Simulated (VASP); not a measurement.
# Fe3Ge (Pm-3m) in VASP: a series of runs

The runs below take Fe3Ge through single point, with r2SCAN.

Program: VASP 6.6.1. These are calculated values, not measurements. Logs are shortened: lines on timing, memory, paths and dates and some standing lists are left out, and cuts for length are marked.

## 1. The cell of the first run

It takes space group Pm-3m (No. 221, cubic). Conventional cell: a = 3.661 Å, b = 3.661 Å, c = 3.661 Å, α = 90.00°, β = 90.00°, γ = 90.00°. Fe (site symmetry 4/mmm) has 8 Fe at 2.59 Å and 4 Ge at 2.59 Å within 3.4 Å. Within 3.4 Å of Ge (site symmetry m-3m) lie 12 Fe at 2.59 Å.

## 2. Single point, r2SCAN, collinear spin, ferromagnetic start

The input, POSCAR:

```
Fe3Ge
1.0
    3.6605005200      0.0000000000      0.0000000000
    0.0000000000      3.6605005200      0.0000000000
    0.0000000000      0.0000000000      3.6605005200
Fe Ge
3 1
Direct
    0.0000000000      0.5000000000      0.5000000000
    0.5000000000      0.0000000000      0.5000000000
    0.5000000000      0.5000000000      0.0000000000
    0.0000000000      0.0000000000      0.0000000000
```

The input, INCAR.step1:

```
SYSTEM = Fe3Ge
  PREC = Accurate
  ENCUT = 660
  ISMEAR = 1
  SIGMA = 0.2
  LREAL = .FALSE.
  LASPH = .TRUE.
  NELM = 200
  ISPIN = 2
  MAGMOM = 3.5 3.5 3.5 0
  LMAXMIX = 4
  NBANDS = 31
  GGA = PE
  ALGO = Normal
  EDIFF = 1E-5
  LWAVE = .TRUE.
  LCHARG = .FALSE.
  GGA_COMPAT = .FALSE.
```

The input, INCAR.step2:

```
SYSTEM = Fe3Ge
  PREC = Accurate
  ENCUT = 660
  EDIFF = 1E-6
  ISMEAR = 1
  SIGMA = 0.2
  LREAL = .FALSE.
  LASPH = .TRUE.
  NELM = 200
  ALGO = Normal
  ISIF = 2
  LWAVE = .FALSE.
  LCHARG = .TRUE.
  ISPIN = 2
  MAGMOM = 3.5 3.5 3.5 0
  LORBIT = 11
  LMAXMIX = 4
  METAGGA = R2SCAN
  LMIXTAU = .TRUE.
  LELF = .TRUE.
  LVHAR = .TRUE.
  NBANDS = 31
  ISTART = 1
  GGA_COMPAT = .FALSE.
```

The input, KPOINTS:

```
regular mesh
0
G
  4 4 4
  0 0 0
```

Potentials or basis: VASP PAW PBE potentials, release 64 (Fe, Ge_d).

Command:

```console
> cat potpaw_PBE.64/Fe/POTCAR potpaw_PBE.64/Ge_d/POTCAR > POTCAR
> cp INCAR.step1 INCAR
> mpirun -np 1 vasp_std > vasp.out
> cp INCAR.step2 INCAR
> mpirun -np 1 vasp_std > vasp.out
```

OUTCAR:

```text
SYSTEM = Fe3Ge
   PREC = Accurate
   ENCUT = 660
   EDIFF = 1E-6
   ISMEAR = 1
   LREAL = .FALSE.
   LASPH = .TRUE.
   NELM = 200
   ISIF = 2
   ISPIN = 2
   LORBIT = 11
   METAGGA = R2SCAN
   ISTART = 1

 ion  position               nearest neighbor table
   1  0.000  0.500  0.500-   2 2.59   3 2.59   4 2.59   3 2.59   4 2.59   2 2.59   4 2.59   4 2.59
                             2 2.59   3 2.59   3 2.59   2 2.59
   2  0.500  0.000  0.500-   1 2.59   3 2.59   4 2.59   3 2.59   4 2.59   1 2.59   3 2.59   3 2.59
                             1 2.59   4 2.59   4 2.59   1 2.59
   3  0.500  0.500  0.000-   1 2.59   2 2.59   4 2.59   1 2.59   2 2.59   2 2.59   4 2.59   2 2.59
                             1 2.59   4 2.59   1 2.59   4 2.59
   4  0.000  0.000  0.000-   1 2.59   2 2.59   3 2.59   1 2.59   2 2.59   1 2.59   3 2.59   1 2.59
                             2 2.59   3 2.59   2 2.59   3 2.59

  LATTYP: Found a simple cubic cell.
 ALAT       =     3.6605005200

  Lattice vectors:

 A1 = (   3.6605005200,   0.0000000000,   0.0000000000)
 A2 = (   0.0000000000,   3.6605005200,   0.0000000000)
 A3 = (   0.0000000000,   0.0000000000,   3.6605005200)

Analysis of symmetry for initial positions (statically):
=====================================================================
 Subroutine PRICEL returns:
 Original cell was already a primitive cell.

 Routine SETGRP: Setting up the symmetry group for a
 simple cubic supercell.

 Subroutine GETGRP returns: Found 48 space group operations
 (whereof 48 operations were pure point group operations)
 out of a pool of 48 trial point group operations.

The static configuration has the point symmetry O_h .

Analysis of symmetry for dynamics (positions and initial velocities):
=====================================================================
 Subroutine PRICEL returns:
 Original cell was already a primitive cell.

 Routine SETGRP: Setting up the symmetry group for a
 simple cubic supercell.

 Subroutine GETGRP returns: Found 48 space group operations
 (whereof 48 operations were pure point group operations)
 out of a pool of 48 trial point group operations.

The dynamic configuration has the point symmetry O_h .

Analysis of structural, dynamic, and magnetic symmetry:
=====================================================================
 Subroutine PRICEL returns:
 Original cell was already a primitive cell.

 Routine SETGRP: Setting up the symmetry group for a
 simple cubic supercell.

 Subroutine GETGRP returns: Found 48 space group operations
 (whereof 48 operations were pure point group operations)
 out of a pool of 48 trial point group operations.

The overall configuration has the point symmetry O_h .

 Subroutine INISYM returns: Found 48 space group operations
 (whereof 48 operations are pure point group operations),
 and found     1 'primitive' translations

----------------------------------------------------------------------------------------

                                     Primitive cell

  volume of cell :      49.0480

  direct lattice vectors                    reciprocal lattice vectors
     3.660500520  0.000000000  0.000000000     0.273186684  0.000000000  0.000000000
     0.000000000  3.660500520  0.000000000     0.000000000  0.273186684  0.000000000
     0.000000000  0.000000000  3.660500520     0.000000000  0.000000000  0.273186684

  length of vectors
     3.660500520  3.660500520  3.660500520     0.273186684  0.273186684  0.273186684

  position of ions in fractional coordinates (direct lattice)
     0.000000000  0.500000000  0.500000000
     0.500000000  0.000000000  0.500000000
     0.500000000  0.500000000  0.000000000
     0.000000000  0.000000000  0.000000000

  ion indices of the primitive-cell ions
   primitive index   ion index
                 1           1
                 2           2
                 3           3
                 4           4

----------------------------------------------------------------------------------------

 KPOINTS: regular mesh

Automatic generation of k-mesh.
 Grid dimensions read from file:
 generate k-points for:    4    4    4

 Generating k-lattice:

  Cartesian coordinates                     Fractional coordinates (reciprocal lattice)
     0.068296671  0.000000000  0.000000000     0.250000000  0.000000000  0.000000000
     0.000000000  0.068296671  0.000000000     0.000000000  0.250000000  0.000000000
     0.000000000  0.000000000  0.068296671     0.000000000  0.000000000  0.250000000

  Length of vectors
     0.068296671  0.068296671  0.068296671

  Shift w.r.t. Gamma in fractional coordinates (k-lattice)
     0.000000000  0.000000000  0.000000000

 Subroutine IBZKPT returns following result:
 ===========================================

 Found     10 irreducible k-points:

 Following reciprocal coordinates:
            Coordinates               Weight
  0.000000  0.000000  0.000000      1.000000
  0.250000  0.000000  0.000000      6.000000
  0.500000  0.000000  0.000000      3.000000
  0.250000  0.250000  0.000000     12.000000
  0.500000  0.250000  0.000000     12.000000
  0.500000  0.500000  0.000000      3.000000
  0.250000  0.250000  0.250000      8.000000
  0.500000  0.250000  0.250000     12.000000
  0.500000  0.500000  0.250000      6.000000
  0.500000  0.500000  0.500000      1.000000
   k-points           NKPTS =     10   k-points in BZ     NKDIM =     10   number of bands    NBANDS=     31
   number of dos      NEDOS =    301   number of ions     NIONS =      4
   total plane-waves  NPLWV =  32768
   dimension x,y,z NGX =    32 NGY =   32 NGZ =   32
   dimension x,y,z NGXF=    64 NGYF=   64 NGZF=   64
   ions per type =               3   1
   NGX,Y,Z   is equivalent  to a cutoff of  14.53, 14.53, 14.53 a.u.
   NGXF,Y,Z  is equivalent  to a cutoff of  29.07, 29.07, 29.07 a.u.
 SYSTEM =  Fe3Ge
   PREC   = accura    normal or accurate (medium, high low for compatibility)
   ISTART =      1    job   : 0-new  1-cont  2-samecut
   ICHARG =      0    charge: 1-file 2-atom 10-const
   ISPIN  =      2    spin polarized calculation?
   LNONCOLLINEAR =      F non collinear calculations
   LSORBIT =      F    spin-orbit coupling
   LASPH  =      T    aspherical Exc in radial PAW
   ENCUT  =  660.0 eV  48.51 Ry    6.96 a.u.   7.67  7.67  7.67*2*pi/ulx,y,z
   NELM   =    200;   NELMIN=  2; NELMDL=  0     # of ELM steps
   EDIFF  = 0.1E-05   stopping-criterion for ELM
   LREAL  =      F    real-space projection
   EDIFFG = 0.1E-04   stopping-criterion for IOM
   NSW    =      0    number of steps for IOM
   IBRION =     -1    ionic relax: 0-MD 1-quasi-New 2-CG
   NFREE  =      0    steps in history (QN), initial steepest desc. (CG)
   ISIF   =      2    stress and relaxation
   ISYM   =      2    0-nonsym 1-usesym 2-fastsym
   POTIM  = 0.5000    time-step for ionic-motion
   TEBEG  =    0.0;   TEEND  =   0.0 temperature during run
   PSTRESS=    0.0 pullay stress
   NELECT =      38.0000    total number of electrons
   NUPDOWN=      -1.0000    fix difference up-down
   EMIN   =  10.00;   EMAX   =-10.00  energy-range for DOS
   EFERMI =   0.00;   METHOD = LEGACY
   ISMEAR =     1;   SIGMA  =   0.20  broadening in eV -4-tet -1-fermi 0-gaus
   EFERMI_NEDOS =   21; number of points for ismear=-14 and -15
   IALGO  =     38    algorithm
   IMIX   =      4    mixing-type and parameters
     AMIX     =   0.40;   BMIX     =  1.00
     AMIX_MAG =   1.60;   BMIX_MAG =  1.00
  volume/ion in A,a.u.               =      12.26        82.75
  Fermi-wavevector in a.u.,A,eV,Ry     =   1.503588  2.841370 30.759742  2.260777
  Thomas-Fermi vector in A             =   2.614679
   LORBIT       =     11    0 simple, 1 ext, 2 COOP (PROOUT), +10 PAW based schemes
   METAGGA = R2SCAN    functional components
   LHFCALC =     F    Hartree Fock is set to
   AEXX    =    0.0000 exact exchange contribution
   IVDW    =     0    specifies the selected vdW correction
   LEPSILON=     F    determine dielectric tensor
   LRPA    =     F    only Hartree local field effects (RPA)
 spin polarized calculation
 Methfessel and Paxton  Order N= 1 SIGMA  =   0.20
  energy-cutoff  :      660.00
  volume of cell :       49.05
 maximum number of plane-waves:      1924
 NGX is ok and might be reduce to    32
   NGX = 15   NGY = 15   NGZ = 15

 number of electron      37.9999996 magnetization       7.8057881

 Free energy of the ion-electron system (eV)
  ---------------------------------------------------
  ext. energy  EPLUGINS =         0.00000000
  ---------------------------------------------------
  free energy    TOTEN  =       -57.33034067 eV

  energy without entropy =      -57.33778436  energy(sigma->0) =      -57.33282190

 E-fermi :   7.3556     XC(G=0): -14.1096

 val. band max:        7.3434150964   @ k =   0.5000   0.2500   0.2500
 cond. band min:       7.5903965256   @ k =   0.5000   0.2500   0.2500
 fundamental gap:      0.2469814292
 Fermi energy:         7.3555792302

 spin component 1

 k-point     1 :       0.0000    0.0000    0.0000
  band No.  band energies     occupation
      1     -18.0912      1.00000
      2     -18.0912      1.00000
      3     -18.0871      1.00000
      4     -18.0871      1.00000
      5     -18.0871      1.00000
      6      -5.2920      1.00000
[... 329 lines left out ...]
     30      23.6070      0.00000
     31      23.6070      0.00000
 Fermi energy:         7.3555792302

 spin component 2

 k-point     1 :       0.0000    0.0000    0.0000
  band No.  band energies     occupation
      1     -18.1160      1.00000
      2     -18.1160      1.00000
      3     -18.1066      1.00000
      4     -18.1066      1.00000
      5     -18.1066      1.00000
      6      -5.6111      1.00000
[... 329 lines left out ...]
     30      23.8177      0.00000
     31      23.8177      0.00000

------------------------ aborting loop because EDIFF is reached ----------------------------------------

  FORCE on cell =-STRESS in cart. coord.  units (eV):
  Direction    XX          YY          ZZ          XY          YZ          ZX
  --------------------------------------------------------------------------------------
  -------------------------------------------------------------------------------------
  Total        0.1053548      0.1053548      0.1053548      0.0000000     -0.0000000      0.0000000
  in kB        3.4414664      3.4414664      3.4414664      0.0000000     -0.0000000      0.0000000
  external PRESSURE =       3.4414664 kB  Pullay stress =       0.0000000 kB

 VOLUME and BASIS-vectors are now :
 -----------------------------------------------------------------------------
  energy-cutoff  :      660.00
  volume of cell :       49.05
      direct lattice vectors                 reciprocal lattice vectors
     3.660500520  0.000000000  0.000000000     0.273186684  0.000000000  0.000000000
     0.000000000  3.660500520  0.000000000     0.000000000  0.273186684  0.000000000
     0.000000000  0.000000000  3.660500520     0.000000000  0.000000000  0.273186684

 POSITION                                       TOTAL-FORCE (eV/Angst)
 -----------------------------------------------------------------------------------
      0.00000      1.83025      1.83025         0.000000      0.000000      0.000000
      1.83025      0.00000      1.83025         0.000000      0.000000      0.000000
      1.83025      1.83025      0.00000         0.000000      0.000000      0.000000
      0.00000      0.00000      0.00000         0.000000      0.000000      0.000000
 -----------------------------------------------------------------------------------
    total drift:                                0.000000     -0.000000     -0.000000

  FREE ENERGIE OF THE ION-ELECTRON SYSTEM (eV)
  ---------------------------------------------------
  free  energy   TOTEN  =       -57.3303406738 eV

  energy  without entropy=      -57.3377843586  energy(sigma->0) =      -57.33282190

 total charge

# of ion       s       p       d       tot
------------------------------------------
    1        0.435   0.532   6.227   7.194
    2        0.435   0.532   6.227   7.194
    3        0.435   0.532   6.227   7.194
    4        1.065   1.356  10.096  12.517
--------------------------------------------------
tot          2.371   2.952  28.776  34.100

 magnetization (x)

# of ion       s       p       d       tot
------------------------------------------
    1        0.006  -0.031   2.729   2.704
    2        0.006  -0.031   2.729   2.704
    3        0.006  -0.031   2.729   2.704
    4       -0.001  -0.159  -0.005  -0.165
--------------------------------------------------
tot          0.016  -0.252   8.183   7.947
```

Run time: 61 s. Hardware: 1 thread of Intel Xeon 6975P-C (Granite Rapids), shared host; peak memory 0.23 GiB.

Results:

| Quantity | Value |
| --- | --- |
| Free energy | -57.3303 eV |
| Pressure | 0.3 GPa |
| Net moment | 7.81 μB per cell |
| Site moments | Fe +2.70; Ge -0.17 μB |
| Valence electrons inside the program's atomic spheres | Fe 7.19; Ge 12.52 |

Caveat: the k points lie up to 0.43 Å⁻¹ apart; the PAW data sets were made with another functional, which shifts forces and pressure a little.

## 3. Single point, r2SCAN, collinear spin, ferromagnetic start

POSCAR is that of step 2.

The input, INCAR.step1:

```
PREC = Accurate
ENCUT = 660
ISMEAR = 1
SIGMA = 0.1
LREAL = False
LASPH = True
NELM = 200
ISPIN = 2
MAGMOM = 3.5 3.5 3.5 0
LMAXMIX = 4
NBANDS = 31
GGA = PE
ALGO = Normal
EDIFF = 1E-5
LWAVE = True
LCHARG = False
GGA_COMPAT = False
```

The input, INCAR.step2:

```
PREC = Accurate
ENCUT = 660
EDIFF = 1E-6
ISMEAR = 1
SIGMA = 0.1
LREAL = False
LASPH = True
NELM = 200
ALGO = Normal
ISIF = 2
LWAVE = False
LCHARG = False
ISPIN = 2
MAGMOM = 3.5 3.5 3.5 0
LORBIT = 11
LMAXMIX = 4
METAGGA = R2SCAN
LMIXTAU = True
NBANDS = 31
ISTART = 1
GGA_COMPAT = False
```

The input, KPOINTS:

```
regular mesh
0
Gamma
  4 4 4
```

Potentials or basis: VASP PAW PBE potentials, release 64 (Fe, Ge_d).

Command:

```console
> cat potpaw_PBE.64/Fe/POTCAR potpaw_PBE.64/Ge_d/POTCAR > POTCAR
> cp INCAR.step1 INCAR
> mpirun -np 1 vasp_std > vasp.out
> cp INCAR.step2 INCAR
> mpirun -np 1 vasp_std > vasp.out
```

It took 58 s on 1 thread of Intel Xeon 6975P-C (Granite Rapids), shared host; peak memory 0.23 GiB.

It converged, with:

* Free energy: -57.3312 eV
* Pressure: 0.2 GPa
* Net moment: 7.78 μB per cell
* Site moments: Fe +2.70; Ge -0.17 μB
* Valence electrons inside the program's atomic spheres: Fe 7.20; Ge 12.52

Levels at points of the mesh, in eV from the Fermi level:
Spin up:
```tsv
k point	band 21	band 22	band 23	band 24	band 25	band 26
(0.00, 0.00, 0.00)	-1.26	-1.17	-1.17	-1.17	2.96	6.36
(0.50, 0.00, 0.00)	-2.23	-1.17	2.82	2.82	4.04	5.39
(0.50, 0.50, 0.00)	-2.28	-2.19	-0.51	-0.51	4.78	5.76
(0.50, 0.50, 0.50)	-1.50	-1.50	-1.50	-0.76	-0.66	3.79
```
Spin down:
```csv
k point,band 12,band 13,band 14,band 15,band 16,band 17,band 18,band 19
"(0.00, 0.00, 0.00)",-2.32,-1.50,-1.50,-1.50,0.95,0.95,0.95,2.01
"(0.50, 0.00, 0.00)",-1.57,-0.99,-0.99,-0.14,0.41,0.64,0.64,0.92
"(0.50, 0.50, 0.00)",-1.32,-1.32,-0.75,-0.75,0.39,0.91,1.00,1.00
"(0.50, 0.50, 0.50)",-3.55,-1.11,-0.54,-0.54,-0.54,1.37,1.37,1.37
```

Caveat: the k points lie up to 0.43 Å⁻¹ apart; the PAW data sets were made with another functional, which shifts forces and pressure a little.
